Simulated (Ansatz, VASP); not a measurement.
**AgI in VASP and in Ansatz**

Contents of POSCAR:

```
AgI
1.0
    4.7903979095      0.0000000000      0.0000000000
   -2.3951989548      4.1486062839      0.0000000000
    0.0000000000      0.0000000000      7.8272756102
Ag I
2 2
Direct
    0.3333333333      0.6666666667      0.0000048562
    0.6666666667      0.3333333333      0.5000048562
    0.3333333333      0.6666666667      0.3749951438
    0.6666666667      0.3333333333      0.8749951438
```

The input INCAR.step1:

```
SYSTEM = AgI
PREC = Accurate
ENCUT = 550
ISMEAR = 0
SIGMA = 0.01
LREAL = .FALSE.
LASPH = .TRUE.
NELM = 120
NBANDS = 26
GGA = PE
ALGO = Normal
EDIFF = 1E-5
LWAVE = .TRUE.
LCHARG = .FALSE.
GGA_COMPAT = .FALSE.
```

INCAR.step2

```
SYSTEM = AgI
PREC = Accurate
ENCUT = 550
EDIFF = 1E-6
ISMEAR = 0
SIGMA = 0.01
LREAL = .FALSE.
LASPH = .TRUE.
NELM = 120
ALGO = Normal
ISIF = 2
LWAVE = .FALSE.
LCHARG = .FALSE.
METAGGA = R2SCAN
LMIXTAU = .TRUE.
NBANDS = 26
ISTART = 1
GGA_COMPAT = .FALSE.
```

The input KPOINTS:

```
Automatic mesh
0
G
  6 6 4
  0 0 0
```

Input for Ansatz:

```yaml
crystal:
  lattice:
    - [4.7903979095, 0.0, 0.0]
    - [-2.3951989548, 4.1486062839, 0.0]
    - [0.0, 0.0, 7.8272756102]
  atoms:
    - { symbol: Ag, position: [0.3333333333, 0.6666666667, 4.8562e-06] }
    - { symbol: Ag, position: [0.6666666667, 0.3333333333, 0.5000048562] }
    - { symbol: I, position: [0.3333333333, 0.6666666667, 0.3749951438] }
    - { symbol: I, position: [0.6666666667, 0.3333333333, 0.8749951438] }
kpoints:
  mp_grid: { grid: [6, 6, 4] }
  band_path:
    path:
      - [0.0, 0.0, 0.0]
      - [0.5, 0.0, 0.0]
      - [0.3333333333, 0.3333333333, 0.0]
      - [0.0, 0.0, 0.5]
      - [0.5, 0.0, 0.5]
      - [0.3333333333, 0.3333333333, 0.5]
    npoints: 1
hamiltonian:
  xc: r2scan
scf:
  occupations: { method: fixed }
  n_extra_bands: 5
output:
  forces: true
  stress: true
  eigenvalues: true
  write_density: true
  write_potential: true
  elf: true
  volumetric_format: npy
```

Change from the starting cell: hydrostatic strain +3.0%.

Alike in both runs: task single point; functional r2SCAN; k mesh 6 × 6 × 4; no spin polarisation.

|  | VASP | Ansatz |
| --- | --- | --- |
| version | VASP 6.6.1 | Ansatz 0.2.0 |
| potentials or method | VASP PAW PBE potentials, release 64 (Ag, I) | plane waves, PAW |
| plane-wave cutoff (eV) | 550 | 500 |
| occupations | gaussian, width 0.01 eV | fixed |
| valence electrons in the cell | 36 | 72 |

```tsv
	VASP	Ansatz	Ansatz less VASP
gap on the k mesh at the Fermi level (eV)	1.83	1.86	+0.033
pressure (GPa)	-2.1	-2.0	+0.09
```

VASP's potentials were made for PBE, not for r2SCAN. VASP's potentials hold 36 valence electrons a cell and Ansatz's 72, so a difference there can come from the potentials and not from the codes.

Neither program's run includes spin-orbit coupling.
